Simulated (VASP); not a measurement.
**Al18BH3: single point with PBE+D3(BJ)**

The system is Al18BH3, a slab with vacuum.

```xyz
22
Lattice="12.1500 0.0000 0.0000 0.0000 5.7276 0.0000 0.0000 0.0000 16.8638" Properties=species:S:1:pos:R:3 pbc="T T T"
Al    0.0000    0.0000    1.0000
Al    4.0500    0.0000    1.0000
Al    8.1000    0.0000    1.0000
Al    0.0000    2.8638    1.0000
Al    4.0500    2.8638    1.0000
Al    8.1000    2.8638    1.0000
Al    2.1579    1.3969    2.1769
Al    6.1473    1.4291    2.7860
Al   10.1921    1.4034    2.5639
Al    2.0735    4.3769    2.2125
Al    6.2799    4.3094    2.7220
Al   10.0555    4.3233    2.8350
Al   -0.0610   -0.3411    4.1903
Al    4.3566    0.0264    4.1598
Al    8.1426    0.0406    4.2745
Al    0.1346    3.0607    4.2596
Al    4.3647    2.9731    4.1702
Al    8.1492    2.8183    4.2688
B    14.2186    1.0452    4.1318
H    14.3970   -0.0767    3.7556
H    13.5893    0.7592    5.0470
H    12.8864    2.7027    5.7356
```

- Program: VASP 6.6.1
- Task: single point
- Functional: PBE
- Dispersion: D3(BJ)
- Potentials or basis: VASP PAW PBE potentials, release 64 (Al, B, H)
- Cutoff: 520 eV
- k mesh: 1 × 2 × 1
- Occupations: fermi-dirac, width 0.15 eV
- Spin: no spin polarisation
- Dipole correction: no
- Further INCAR settings: LREAL = Auto; ALGO = Normal; EDIFF = 1e-06; NBANDS = 47

The largest force is 2.610 eV/Å and the band gap on the k mesh is zero (band 30 reaches -0.83 eV, above the bottom of band 31 at -1.51 eV). The dispersion energy per atom is -0.149 eV.

Forces on the atoms (eV/Å):
```
Al  -0.296 -0.302  0.218
Al   0.872 -0.318 -0.088
Al   0.030  0.109  0.357
Al  -0.123  0.332  0.350
Al   0.562  0.366  0.099
Al   0.163 -0.113  0.381
Al  -0.571  0.822 -1.056
Al   0.216 -0.012 -0.377
Al   0.118  0.027  0.361
Al  -0.328 -0.654  0.009
Al   0.068  0.159 -0.325
Al  -0.202 -0.321 -0.088
Al  -0.035  2.464 -0.861
Al  -0.851  0.097  0.003
Al   0.088 -0.162 -0.183
Al   0.266 -1.999 -0.342
Al  -0.850 -0.218 -0.135
Al   0.120  0.182 -0.130
B    0.971  0.684  0.448
H    0.684 -1.296 -0.512
H   -0.448  0.094  2.001
H   -0.453  0.059 -0.131
```

Levels at points of the mesh, in eV from the Fermi level:
```csv
k point,band 26,band 27,band 28,band 29,band 30,band 31,band 32,band 33,band 34,band 35
"(0.00, 0.00, 0.00)",-1.26,-1.14,-0.97,-0.89,-0.72,-0.48,0.03,0.36,0.84,1.12
"(0.00, 0.50, 0.00)",-0.50,-0.44,-0.25,0.00,0.20,0.38,0.78,1.00,1.14,1.51
```

Run time: 5.8 min on 1 thread of Intel(R) Xeon(R) Platinum 8488C (Sapphire Rapids) (shared host), peak memory 1 GiB.

Caveat: the k points lie up to 0.55 Å⁻¹ apart.
